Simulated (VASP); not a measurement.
A run of VASP 6.6.1:

INCAR

```
ALGO = Normal ; EDIFF = 1E-7
ENCUT = 520 ; GGA = PS
ISIF = 2 ; ISMEAR = -1
ISPIN = 2 ; LASPH = T
LCHARG = F ; LMAXMIX = 4
LORBIT = 11 ; LREAL = F
LWAVE = F ; MAGMOM = 0 0 2.5 2.5 2.5 2.5 0 0 0 0 0 0 0 0
NBANDS = 64 ; NELM = 150
PREC = Accurate ; SIGMA = 0.05
```

The input KPOINTS:

```
k-points
0
Gamma
  2 2 2
```

The input POSCAR:

```
NaFe2O4
1.0
   -2.9345510000     -5.1760900000      0.0000000000
    3.2021590000     -5.1760900000      0.0000000000
   -0.0882190000     -1.6505220000      5.6845960000
Na Fe O
2 4 8
Direct
    0.0905623865      0.3101345738      0.4878798775
    0.7152182342      0.9086827199      0.5225877090
    0.0146271773      0.5077367733      0.0026035271
    0.5258919188      0.4761931220      0.0304858956
    0.5018346782     -0.0207612136     -0.0344615519
    0.0140715351     -0.0222636406     -0.0009675270
    0.3246592842      0.3015480480      0.8362775473
    0.8546839377      0.3550567755      0.8652857653
    0.6805361514      0.6899074015      0.1215741629
    0.1756103748      0.6002236766      0.1674701245
    0.8363906426      0.9629869722      0.7980866186
    0.4213812497      0.7746180426      0.8511246885
    0.1734638743      0.0627354168      0.1966718479
    0.6154094053      0.1448284452      0.1565810482
```

Potentials or basis: VASP PAW PBE potentials, release 64 (Na_pv, Fe, O).

The run is started by

```bash
$ cat potpaw_PBE.64/Na_pv/POTCAR potpaw_PBE.64/Fe/POTCAR potpaw_PBE.64/O/POTCAR > POTCAR
$ mpirun -np 1 vasp_std > vasp.out
```

Hardware: 1 thread of Oxide Virtual Turin-like Processor, on a shared host.

Q: How long does it take, and how much memory?

A: Run time: 11 min on 1 thread of Oxide Virtual Turin-like Processor, on a shared host, peak memory 0.44 GiB. Counts: scf iterations 33, k points 8.
